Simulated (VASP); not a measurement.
# Bi2W (CdI2 type) (P-3m1) in VASP: a series of runs, part 2 of 2

VASP 6.6.1. The steps go on from the part before.

### Step 4. Electric field gradients, PBE

File INCAR:

```
SYSTEM = Bi2W
  ALGO = Normal
  EDIFF = 1E-8
  ENCUT = 520
  GGA = PE
  ISIF = 2
  ISMEAR = -1
  LASPH = .TRUE.
  LCHARG = .FALSE.
  LEFG = .TRUE.
  LREAL = .FALSE.
  LWAVE = .FALSE.
  NBANDS = 29
  NELM = 100
  PREC = Accurate
  SIGMA = 0.03
```

File KPOINTS:

```
k-points
0
G
  9 9 5
  0 0 0
```

File POSCAR:

```
Bi2W
1.0
    3.4203704673      0.0000000000      0.0000000000
   -1.7101852337      2.9621277150      0.0000000000
    0.0000000000      0.0000000000      8.3530915854
W Bi
1 2
Direct
    0.0000000000      0.0000000000      0.0000000000
    0.3333333333      0.6666666667      0.2536483888
    0.6666666667      0.3333333333      0.7463516112
```

Potentials or basis: VASP PAW PBE potentials, release 64 (W_sv, Bi_d).

Command:

```bash
$ cat potpaw_PBE.64/W_sv/POTCAR potpaw_PBE.64/Bi_d/POTCAR > POTCAR
$ mpirun -np 1 vasp_std > vasp.out
```

OUTCAR:

```text
SYSTEM = Bi2W
   EDIFF = 1E-8
   ENCUT = 520
   GGA = PE
   ISIF = 2
   ISMEAR = -1
   LASPH = .TRUE.
   LREAL = .FALSE.
   NELM = 100
   PREC = Accurate

 ion  position               nearest neighbor table
   1  0.000  0.000  0.000-   2 2.90   3 2.90   2 2.90   3 2.90   3 2.90   2 2.90
   2  0.333  0.667  0.254-   1 2.90   1 2.90   1 2.90
   3  0.667  0.333  0.746-   1 2.90   1 2.90   1 2.90

  LATTYP: Found a hexagonal cell.
 ALAT       =     3.4203704673
 C/A-ratio  =     2.4421598962

  Lattice vectors:

 A1 = (   3.4203704673,   0.0000000000,   0.0000000000)
 A2 = (  -1.7101852337,   2.9621277150,   0.0000000000)
 A3 = (   0.0000000000,   0.0000000000,   8.3530915854)

Analysis of symmetry for initial positions (statically):
=====================================================================
 Subroutine PRICEL returns:
 Original cell was already a primitive cell.

 Routine SETGRP: Setting up the symmetry group for a
 hexagonal supercell.

 Subroutine GETGRP returns: Found 12 space group operations
 (whereof 12 operations were pure point group operations)
 out of a pool of 24 trial point group operations.
[... 9 lines left out ...]
 hexagonal supercell.

 Subroutine GETGRP returns: Found 12 space group operations
 (whereof 12 operations were pure point group operations)
 out of a pool of 24 trial point group operations.

The dynamic configuration has the point symmetry D_3d.

 Subroutine INISYM returns: Found 12 space group operations
 (whereof 12 operations are pure point group operations),
 and found     1 'primitive' translations

----------------------------------------------------------------------------------------

                                     Primitive cell

  volume of cell :      84.6300

  direct lattice vectors                    reciprocal lattice vectors
     3.420370467  0.000000000  0.000000000     0.292365991  0.168797583  0.000000000
    -1.710185234  2.962127715  0.000000000     0.000000000  0.337595167  0.000000000
     0.000000000  0.000000000  8.353091585     0.000000000  0.000000000  0.119716154

  length of vectors
     3.420370467  3.420370467  8.353091585     0.337595167  0.337595167  0.119716154

  position of ions in fractional coordinates (direct lattice)
     0.000000000  0.000000000  0.000000000
     0.333333333  0.666666667  0.253648389
     0.666666667  0.333333333  0.746351611

  ion indices of the primitive-cell ions
   primitive index   ion index
                 1           1
                 2           2
                 3           3

----------------------------------------------------------------------------------------

 KPOINTS: k-points

Automatic generation of k-mesh.
 Grid dimensions read from file:
 generate k-points for:    9    9    5
[... 62 lines left out ...]
   ENCUT  =  520.0 eV  38.22 Ry    6.18 a.u.   6.36  6.36 15.53*2*pi/ulx,y,z
   NELM   =    100;   NELMIN=  2; NELMDL= -5     # of ELM steps
   EDIFF  = 0.1E-07   stopping-criterion for ELM
   LREAL  =      F    real-space projection
   EDIFFG = 0.1E-06   stopping-criterion for IOM
   NSW    =      0    number of steps for IOM
   IBRION =     -1    ionic relax: 0-MD 1-quasi-New 2-CG
   NFREE  =      0    steps in history (QN), initial steepest desc. (CG)
   ISIF   =      2    stress and relaxation
   ISYM   =      2    0-nonsym 1-usesym 2-fastsym
   POTIM  = 0.5000    time-step for ionic-motion
   TEBEG  =    0.0;   TEEND  =   0.0 temperature during run
   PSTRESS=    0.0 pullay stress
   NELECT =      44.0000    total number of electrons
   NUPDOWN=      -1.0000    fix difference up-down
   EMIN   =  10.00;   EMAX   =-10.00  energy-range for DOS
   EFERMI =   0.00;   METHOD = LEGACY
   ISMEAR =    -1;   SIGMA  =   0.03  broadening in eV -4-tet -1-fermi 0-gaus
   EFERMI_NEDOS =   21; number of points for ismear=-14 and -15
   IALGO  =     38    algorithm
   IMIX   =      4    mixing-type and parameters
     AMIX     =   0.40;   BMIX     =  1.00
     AMIX_MAG =   1.60;   BMIX_MAG =  1.00
  volume/ion in A,a.u.               =      28.21       190.37
  Fermi-wavevector in a.u.,A,eV,Ry     =   1.316389  2.487615 23.577273  1.732881
  Thomas-Fermi vector in A             =   2.446505
   LORBIT       =      0    0 simple, 1 ext, 2 COOP (PROOUT), +10 PAW based schemes
   GGA     = PE    functional components
   LHFCALC =     F    Hartree Fock is set to
   AEXX    =    0.0000 exact exchange contribution
   IVDW    =     0    specifies the selected vdW correction
   LEPSILON=     F    determine dielectric tensor
   LRPA    =     F    only Hartree local field effects (RPA)
 non-spin polarized calculation
  energy-cutoff  :      520.00
  volume of cell :       84.63
 maximum number of plane-waves:      2301
 NGX is ok and might be reduce to    28
   NGX = 13   NGY = 13   NGZ = 31

 number of electron      44.0000008 magnetization

 Free energy of the ion-electron system (eV)
  ---------------------------------------------------
  ext. energy  EPLUGINS =         0.00000000
  ---------------------------------------------------
  free energy    TOTEN  =       -18.88484671 eV

  energy without entropy =      -18.87587191  energy(sigma->0) =      -18.88035931

 E-fermi :   7.6065     XC(G=0): -10.3610

 val. band max:        7.5786210153   @ k =   0.1111   0.1111   0.4000
 cond. band min:       7.6123863315   @ k =   0.2222   0.0000   0.2000
 fundamental gap:      0.0337653162
 Fermi energy:         7.6065393857

 k-point     1 :       0.0000    0.0000    0.0000
  band No.  band energies     occupation
      1     -66.6358      2.00000
      2     -30.7843      2.00000
      3     -30.7843      2.00000
      4     -30.7764      2.00000
      5     -15.2135      2.00000
      6     -15.2135      2.00000
[... 757 lines left out ...]
     28      12.5819      0.00000
     29      15.0108      0.00000

 [... further k-points ...]
[... 5 lines left out ...]
  --------------------------------------------------------------------------------------
  -------------------------------------------------------------------------------------
  Total       -0.0079059     -0.0079059      0.0135116      0.0000000      0.0000000     -0.0000000
  in kB       -0.1496712     -0.1496712      0.2557961      0.0000000      0.0000000     -0.0000000
  external PRESSURE =      -0.0145154 kB  Pullay stress =       0.0000000 kB

 VOLUME and BASIS-vectors are now :
 -----------------------------------------------------------------------------
  energy-cutoff  :      520.00
  volume of cell :       84.63
      direct lattice vectors                 reciprocal lattice vectors
     3.420370467  0.000000000  0.000000000     0.292365991  0.168797583  0.000000000
    -1.710185234  2.962127715  0.000000000     0.000000000  0.337595167  0.000000000
     0.000000000  0.000000000  8.353091585     0.000000000  0.000000000  0.119716154

 POSITION                                       TOTAL-FORCE (eV/Angst)
 -----------------------------------------------------------------------------------
      0.00000      0.00000      0.00000        -0.000000      0.000000      0.000000
     -0.00000      1.97475      2.11875        -0.000000      0.000000      0.012020
      1.71019      0.98738      6.23434         0.000000     -0.000000     -0.012020
 -----------------------------------------------------------------------------------
    total drift:                                0.000000      0.000000      0.000000

  FREE ENERGIE OF THE ION-ELECTRON SYSTEM (eV)
  ---------------------------------------------------
  free  energy   TOTEN  =       -18.8848467081 eV

  energy  without entropy=      -18.8758719117  energy(sigma->0) =      -18.88035931

 Electric field gradients (V/A^2)
---------------------------------------------------------------------
 ion       V_xx      V_yy      V_zz      V_xy      V_xz      V_yz
---------------------------------------------------------------------
   1      72.187    72.188  -144.375     0.001     0.000    -0.000
   2     275.953   275.954  -551.906     0.001    -0.000     0.000
   3     275.953   275.954  -551.906     0.001    -0.000     0.000
---------------------------------------------------------------------

 Electric field gradients after diagonalization (V/A^2)
 (convention: |V_zz| > |V_xx| > |V_yy|)
----------------------------------------------------------------------
 ion       V_xx      V_yy      V_zz     asymmetry (V_yy - V_xx)/ V_zz
----------------------------------------------------------------------
   1      72.188    72.187  -144.375       0.000
   2     275.954   275.952  -551.906       0.000
   3     275.954   275.952  -551.906       0.000
----------------------------------------------------------------------

           NMR quadrupolar parameters

 Cq : quadrupolar parameter    Cq=e*Q*V_zz/h
 eta: asymmetry parameters     (V_yy - V_xx)/ V_zz
 Q  : nuclear electric quadrupole moment in mb (millibarn)
----------------------------------------------------------------------
 ion       Cq(MHz)       eta       Q (mb)
----------------------------------------------------------------------
   1      -0.349       0.000       1.000
   2      -1.335       0.000       1.000
   3      -1.335       0.000       1.000
----------------------------------------------------------------------
```

OSZICAR:

```text
N       E                     dE             d eps       ncg     rms          rms(c)
DAV:   1     0.492390069124E+03    0.49239E+03   -0.23276E+04  2900   0.185E+03
DAV:   2     0.243152559172E+02   -0.46807E+03   -0.45787E+03  2957   0.516E+02
DAV:   3    -0.178260089914E+02   -0.42141E+02   -0.40933E+02  3584   0.164E+02
DAV:   4    -0.194771860538E+02   -0.16512E+01   -0.16409E+01  3343   0.331E+01
DAV:   5    -0.195486972034E+02   -0.71511E-01   -0.71489E-01  3953   0.685E+00    0.126E+01
DAV:   6    -0.190586246784E+02    0.49007E+00   -0.14658E+00  3237   0.683E+00    0.387E+00
DAV:   7    -0.189598077168E+02    0.98817E-01   -0.10691E+00  3239   0.477E+00    0.243E+00
DAV:   8    -0.188855719376E+02    0.74236E-01   -0.28985E-01  3235   0.266E+00    0.505E-01
DAV:   9    -0.188849664517E+02    0.60549E-03   -0.30241E-02  3457   0.871E-01    0.453E-01
DAV:  10    -0.188847772802E+02    0.18917E-03   -0.29258E-03  3716   0.374E-01    0.870E-02
DAV:  11    -0.188848458421E+02   -0.68562E-04   -0.21349E-04  3578   0.941E-02    0.410E-02
DAV:  12    -0.188848434261E+02    0.24160E-05   -0.53578E-05  3743   0.390E-02    0.103E-02
DAV:  13    -0.188848467805E+02   -0.33544E-05   -0.12516E-05  3301   0.193E-02    0.811E-03
DAV:  14    -0.188848466249E+02    0.15555E-06   -0.15786E-06  3165   0.768E-03    0.254E-03
DAV:  15    -0.188848466734E+02   -0.48452E-07   -0.29543E-07  3616   0.275E-03    0.933E-04
DAV:  16    -0.188848467361E+02   -0.62705E-07   -0.20148E-08  2415   0.913E-04    0.336E-04
DAV:  17    -0.188848467142E+02    0.21862E-07   -0.60305E-09  1964   0.629E-04    0.838E-05
DAV:  18    -0.188848467081E+02    0.61509E-08   -0.91529E-10  1680   0.279E-04
   1 F= -.18884847E+02 E0= -.18880359E+02  d E =-.897480E-02
```

It took 71 s on 1 thread of Intel Xeon 6975P-C (Granite Rapids), shared host; peak memory 0.27 GiB.

What came out:

| Quantity | Value |
| --- | --- |
| Free energy | -18.8848 eV |
| Pressure | 0.0 GPa |
| Largest force | 0.012 eV/Å |
| Band gap on the k mesh | zero (band 22 reaches 7.83 eV, above the bottom of band 23 at 7.58 eV) |

Forces on the atoms (eV/Å):
```
W    0.000  0.000  0.000
Bi   0.000  0.000  0.012
Bi   0.000  0.000 -0.012
```

Electric field gradients, principal values (V/Å²):
| atom | least | middle | greatest (by size) |
| --- | --- | --- | --- |
| 1 W | 72.187 | 72.188 | -144.375 |
| 2 Bi | 275.952 | 275.954 | -551.906 |
| 3 Bi | 275.952 | 275.954 | -551.906 |

Caveat: without QUAD_EFG the Cq values of the log hold for a quadrupole moment of 1 mb, not for the nuclei; spin-orbit coupling is left out, which moves the levels of the heavy elements.
